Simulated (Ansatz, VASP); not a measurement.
Two plane-wave programs on SrCl2

```xyz
3
Lattice="0.0000 3.4977 3.4977 3.4977 0.0000 3.4977 3.4977 3.4977 0.0000" Properties=species:S:1:pos:R:3 pbc="T T T"
Sr    0.0000    0.0000    0.0000
Cl    1.7489    1.7489    1.7489
Cl    5.2466    5.2466    5.2466
```

Alike in both runs: task single point; functional HSE06; k mesh 4 × 4 × 4; no spin polarisation.

|  | VASP | Ansatz |
| --- | --- | --- |
| version | VASP 6.6.1 | Ansatz 0.2.0 |
| potentials or method | VASP PAW PBE potentials, release 64 (Sr_sv, Cl) | plane waves, PAW |
| plane-wave cutoff (eV) | 520 | 420 |
| occupations | gaussian, width 0.01 eV | fixed |
| valence electrons in the cell | 24 | 24 |

```csv
,VASP,Ansatz,Ansatz less VASP
gap on the k mesh at the Fermi level (eV),6.58,6.59,+0.007
pressure (GPa),0.3,0.2,-0.07
```

Ansatz's warnings: stress exchange threshold loose, stress scf threshold loose.
